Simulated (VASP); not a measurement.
# Sr (P-1) in VASP: single point with LDA

Aim: the single point of Sr with LDA.

All numbers are computed with VASP 6.6.1; they aren't measurements. Logs are shortened: lines on timing, memory, paths and dates and some standing lists are left out, and cuts for length are marked.

## Step 1: The cell of the first run

The typed cell holds 2 atoms: a = 4.310 Å, b = 4.347 Å, c = 7.051 Å, α = 90.41°, β = 91.14°, γ = 120.85°.

## Step 2: Single point, LDA (equal xy, yz and zx shear strains of -2 %)

The input, INCAR:

```
PREC     = Accurate       # precision mode
ENCUT    = 520            # plane-wave cutoff, eV
EDIFF    = 1E-7           # SCF threshold, eV
ISMEAR   = -1             # smearing method
SIGMA    = 0.08           # smearing width, eV
LREAL    = False          # projectors in reciprocal space
LASPH    = True           # aspherical terms in the spheres
NELM     = 100            # most SCF steps
ALGO     = Normal         # electronic algorithm
ISIF     = 2              # what is computed and relaxed
LWAVE    = False          # write WAVECAR
LCHARG   = True           # write CHGCAR
GGA      = CA             # functional
LELF     = True           # ELF
LVHAR    = True         
NBANDS   = 17             # bands
```

The input, KPOINTS:

```
regular mesh
0
Gamma
  10 10 5
```

The input, POSCAR:

```
Sr
1.0
    4.3100002207     -0.0431000022     -0.0431000022
   -2.1923258072      3.7541196825     -0.0157756957
   -0.0705000000     -0.0705000000      7.0500000000
Sr
2
Direct
    0.3333333333      0.6666666667      0.2500000000
    0.6666666667      0.3333333333      0.7500000000
```

Potentials or basis: VASP PAW LDA potentials, release 64 (Sr_sv).

Started as:

```bash
cat potpaw_LDA.64/Sr_sv/POTCAR > POTCAR
mpirun -np 1 vasp_std > vasp.out
```

OUTCAR:

```text
PREC = Accurate
   ENCUT = 520
   EDIFF = 1E-7
   ISMEAR = -1
   LREAL = False
   LASPH = True
   NELM = 100
   ISIF = 2
   GGA = CA

 ion  position               nearest neighbor table
   1  0.333  0.667  0.250-   2 4.25   2 4.27   2 4.31   2 4.34   2 4.36   2 4.36
   2  0.667  0.333  0.750-   1 4.25   1 4.27   1 4.31   1 4.34   1 4.36   1 4.36

  LATTYP: Found a triclinic cell.
 ALAT       =     4.2731344862
 B/A-ratio  =     1.0087281861
 C/A-ratio  =     1.6500077373
 COS(alpha) =     0.0198960208
 COS(beta)  =     0.0274156886
 COS(gamma) =     0.4869832429

  Lattice vectors:

 A1 = (   2.1176744135,   3.7110196803,  -0.0588756979)
 A2 = (   4.3100002207,  -0.0431000022,  -0.0431000022)
 A3 = (   0.0705000000,   0.0705000000,  -7.0500000000)

Analysis of symmetry for initial positions (statically):
=====================================================================
 Subroutine PRICEL returns:
 Original cell was already a primitive cell.

 Routine SETGRP: Setting up the symmetry group for a
 triclinic supercell.

 Subroutine GETGRP returns: Found  2 space group operations
 (whereof  2 operations were pure point group operations)
 out of a pool of  2 trial point group operations.

The static configuration has the point symmetry S_2 .

Analysis of symmetry for dynamics (positions and initial velocities):
=====================================================================
 Subroutine PRICEL returns:
 Original cell was already a primitive cell.

 Routine SETGRP: Setting up the symmetry group for a
 triclinic supercell.

 Subroutine GETGRP returns: Found  2 space group operations
 (whereof  2 operations were pure point group operations)
 out of a pool of  2 trial point group operations.

The dynamic configuration has the point symmetry S_2 .

 Subroutine INISYM returns: Found  2 space group operations
 (whereof  2 operations are pure point group operations),
 and found     1 'primitive' translations

----------------------------------------------------------------------------------------

                                     Primitive cell

  volume of cell :     113.3818

  direct lattice vectors                    reciprocal lattice vectors
     4.310000221 -0.043100002 -0.043100002     0.233418796  0.136327135  0.003697459
    -2.192325807  3.754119682 -0.015775696     0.002706728  0.267966079  0.002706728
    -0.070500000 -0.070500000  7.050000000     0.001433057  0.001433057  0.141872633

  length of vectors
     4.310431199  4.347407953  7.050704965     0.270338848  0.267993418  0.141887107

  position of ions in fractional coordinates (direct lattice)
     0.333333333  0.666666667  0.250000000
     0.666666667  0.333333333  0.750000000

  ion indices of the primitive-cell ions
   primitive index   ion index
                 1           1
                 2           2

----------------------------------------------------------------------------------------

 KPOINTS: regular mesh

Automatic generation of k-mesh.
 Grid dimensions read from file:
 generate k-points for:   10   10    5

 Generating k-lattice:

  Cartesian coordinates                     Fractional coordinates (reciprocal lattice)
     0.023341880  0.013632713  0.000369746     0.100000000  0.000000000  0.000000000
     0.000270673  0.026796608  0.000270673    -0.000000000  0.100000000 -0.000000000
     0.000286611  0.000286611  0.028374527     0.000000000  0.000000000  0.200000000

  Length of vectors
     0.027033885  0.026799342  0.028377421

  Shift w.r.t. Gamma in fractional coordinates (k-lattice)
     0.000000000  0.000000000  0.000000000

 Subroutine IBZKPT returns following result:
 ===========================================

 Found    252 irreducible k-points:

 Following reciprocal coordinates:
            Coordinates               Weight
  0.000000  0.000000  0.000000      1.000000
  0.100000  0.000000 -0.000000      2.000000
  0.200000  0.000000 -0.000000      2.000000
  0.300000 -0.000000 -0.000000      2.000000
  0.400000  0.000000  0.000000      2.000000
  0.500000  0.000000  0.000000      1.000000
[... 16 lines left out ...]
 -0.400000  0.200000 -0.000000      2.000000
 -0.300000  0.200000  0.000000      2.000000
 [... further k-points ...]
   k-points           NKPTS =    252   k-points in BZ     NKDIM =    252   number of bands    NBANDS=     17
   number of dos      NEDOS =    301   number of ions     NIONS =      2
   total plane-waves  NPLWV =  55296
   dimension x,y,z NGX =    32 NGY =   32 NGZ =   54
   dimension x,y,z NGXF=    64 NGYF=   64 NGZF=  108
   ions per type =               2
   NGX,Y,Z   is equivalent  to a cutoff of  12.34, 12.24, 12.73 a.u.
   NGXF,Y,Z  is equivalent  to a cutoff of  24.68, 24.47, 25.46 a.u.
 SYSTEM =  unknown system
   PREC   = accura    normal or accurate (medium, high low for compatibility)
   ISTART =      0    job   : 0-new  1-cont  2-samecut
   ICHARG =      2    charge: 1-file 2-atom 10-const
   ISPIN  =      1    spin polarized calculation?
   LNONCOLLINEAR =      F non collinear calculations
   LSORBIT =      F    spin-orbit coupling
   LASPH  =      T    aspherical Exc in radial PAW
   ENCUT  =  520.0 eV  38.22 Ry    6.18 a.u.   8.01  8.08 13.11*2*pi/ulx,y,z
   NELM   =    100;   NELMIN=  2; NELMDL= -5     # of ELM steps
   EDIFF  = 0.1E-06   stopping-criterion for ELM
   LREAL  =      F    real-space projection
   EDIFFG = 0.1E-05   stopping-criterion for IOM
   NSW    =      0    number of steps for IOM
   IBRION =     -1    ionic relax: 0-MD 1-quasi-New 2-CG
   NFREE  =      0    steps in history (QN), initial steepest desc. (CG)
   ISIF   =      2    stress and relaxation
   ISYM   =      2    0-nonsym 1-usesym 2-fastsym
   POTIM  = 0.5000    time-step for ionic-motion
   TEBEG  =    0.0;   TEEND  =   0.0 temperature during run
   PSTRESS=    0.0 pullay stress
   NELECT =      20.0000    total number of electrons
   NUPDOWN=      -1.0000    fix difference up-down
   EMIN   =  10.00;   EMAX   =-10.00  energy-range for DOS
   EFERMI =   0.00;   METHOD = LEGACY
   ISMEAR =    -1;   SIGMA  =   0.08  broadening in eV -4-tet -1-fermi 0-gaus
   EFERMI_NEDOS =   21; number of points for ismear=-14 and -15
   IALGO  =     38    algorithm
   IMIX   =      4    mixing-type and parameters
     AMIX     =   0.40;   BMIX     =  1.00
     AMIX_MAG =   1.60;   BMIX_MAG =  1.00
  volume/ion in A,a.u.               =      56.69       382.57
  Fermi-wavevector in a.u.,A,eV,Ry     =   0.918129  1.735013 11.469183  0.842961
  Thomas-Fermi vector in A             =   2.043176
   LORBIT       =      0    0 simple, 1 ext, 2 COOP (PROOUT), +10 PAW based schemes
   GGA     = CA    functional components
   LHFCALC =     F    Hartree Fock is set to
   AEXX    =    0.0000 exact exchange contribution
   IVDW    =     0    specifies the selected vdW correction
   LEPSILON=     F    determine dielectric tensor
   LRPA    =     F    only Hartree local field effects (RPA)
 non-spin polarized calculation
  energy-cutoff  :      520.00
  volume of cell :      113.38
 maximum number of plane-waves:      3072
   NGX = 17   NGY = 17   NGZ = 27

 number of electron      20.0000000 magnetization

 Free energy of the ion-electron system (eV)
  ---------------------------------------------------
  ext. energy  EPLUGINS =         0.00000000
  ---------------------------------------------------
  free energy    TOTEN  =        -3.72139726 eV

  energy without entropy =       -3.66155177  energy(sigma->0) =       -3.69147452

 E-fermi :   1.3223     XC(G=0):  -7.4620

 val. band max:        1.3196459624   @ k =   0.3000   0.3000   0.2000
 cond. band min:       1.3230110470   @ k =   0.3000   0.3000   0.0000
 fundamental gap:      0.0033650845
 Fermi energy:         1.3222728715

 k-point     1 :       0.0000    0.0000    0.0000
  band No.  band energies     occupation
      1     -35.1957      2.00000
      2     -35.1833      2.00000
      3     -17.3630      2.00000
      4     -17.2108      2.00000
      5     -17.2080      2.00000
      6     -17.1861      2.00000
[... 9 lines left out ...]
     16       3.9644      0.00000
     17       4.3657      0.00000

 k-point     2 :       0.1000    0.0000   -0.0000
  band No.  band energies     occupation
      1     -35.1946      2.00000
      2     -35.1827      2.00000
      3     -17.3571      2.00000
      4     -17.2220      2.00000
      5     -17.2150      2.00000
      6     -17.1979      2.00000
[... 9 lines left out ...]
     16       3.9458      0.00000
     17       4.1817      0.00000

 k-point     3 :       0.2000    0.0000   -0.0000
  band No.  band energies     occupation
      1     -35.1916      2.00000
      2     -35.1813      2.00000
      3     -17.3407      2.00000
      4     -17.2578      2.00000
      5     -17.2341      2.00000
      6     -17.2264      2.00000
[... 9 lines left out ...]
     16       3.9287      0.00000
     17       4.0877      0.00000

 k-point     4 :       0.3000   -0.0000   -0.0000
  band No.  band energies     occupation
      1     -35.1876      2.00000
      2     -35.1798      2.00000
      3     -17.3182      2.00000
      4     -17.3015      2.00000
      5     -17.2776      2.00000
      6     -17.2400      2.00000
[... 9 lines left out ...]
     16       4.5121      0.00000
     17       4.5332      0.00000
[... 343 lines left out ...]
      1     -35.1830      2.00000
      2     -35.1790      2.00000
      3     -17.3264      2.00000
      4     -17.3063      2.00000
      5     -17.2828      2.00000
      6     -17.2673      2.00000
[... 9 lines left out ...]
     16       4.6955      0.00000
     17       4.9494      0.00000

 k-point    23 :      -0.4000    0.2000   -0.0000
  band No.  band energies     occupation
      1     -35.1862      2.00000
      2     -35.1795      2.00000
      3     -17.3083      2.00000
      4     -17.2980      2.00000
      5     -17.2967      2.00000
      6     -17.2453      2.00000
[... 9 lines left out ...]
     16       4.4942      0.00000
     17       4.7798      0.00000

 k-point    24 :      -0.3000    0.2000    0.0000
  band No.  band energies     occupation
      1     -35.1895      2.00000
      2     -35.1806      2.00000
      3     -17.3278      2.00000
      4     -17.2790      2.00000
      5     -17.2643      2.00000
      6     -17.2285      2.00000
[... 9 lines left out ...]
     16       4.2247      0.00000
     17       4.4188      0.00000

 [... further k-points ...]

------------------------ aborting loop because EDIFF is reached ----------------------------------------

  FORCE on cell =-STRESS in cart. coord.  units (eV):
  Direction    XX          YY          ZZ          XY          YZ          ZX
  --------------------------------------------------------------------------------------
  -------------------------------------------------------------------------------------
  Total       -1.1183226     -1.1094403     -1.0767727      0.1104837      0.0759728      0.0758481
  in kB      -15.8028182    -15.6773029    -15.2156829      1.5612262      1.0735577      1.0717960
  external PRESSURE =     -15.5652680 kB  Pullay stress =       0.0000000 kB

 VOLUME and BASIS-vectors are now :
 -----------------------------------------------------------------------------
  energy-cutoff  :      520.00
  volume of cell :      113.38
      direct lattice vectors                 reciprocal lattice vectors
     4.310000221 -0.043100002 -0.043100002     0.233418796  0.136327135  0.003697459
    -2.192325807  3.754119682 -0.015775696     0.002706728  0.267966079  0.002706728
    -0.070500000 -0.070500000  7.050000000     0.001433057  0.001433057  0.141872633

 POSITION                                       TOTAL-FORCE (eV/Angst)
 -----------------------------------------------------------------------------------
     -0.04251      2.47075      1.73762         0.016870      0.000083      0.001902
      2.08968      1.16976      5.25351        -0.016870     -0.000083     -0.001902
 -----------------------------------------------------------------------------------
    total drift:                                0.000000      0.000000      0.000000

  FREE ENERGIE OF THE ION-ELECTRON SYSTEM (eV)
  ---------------------------------------------------
  free  energy   TOTEN  =        -3.7213972627 eV

  energy  without entropy=       -3.6615517683  energy(sigma->0) =       -3.69147452
```

Wall time 3.3 min (1 thread of AMD EPYC 9R45 (Zen 5), shared host); peak memory 0.46 GiB.

What came out:

* Free energy: -3.7214 eV
* Pressure: -1.6 GPa
* Largest force: 0.017 eV/Å
* Band gap on the k mesh: zero (band 10 reaches 1.47 eV, above the bottom of band 11 at 1.32 eV)

Forces on the atoms (eV/Å):
```
Sr   0.017  0.000  0.002
Sr  -0.017  0.000 -0.002
```

Caveat: the cell differs from its parent crystal (equal xy, yz and zx shear strains of -2 %).
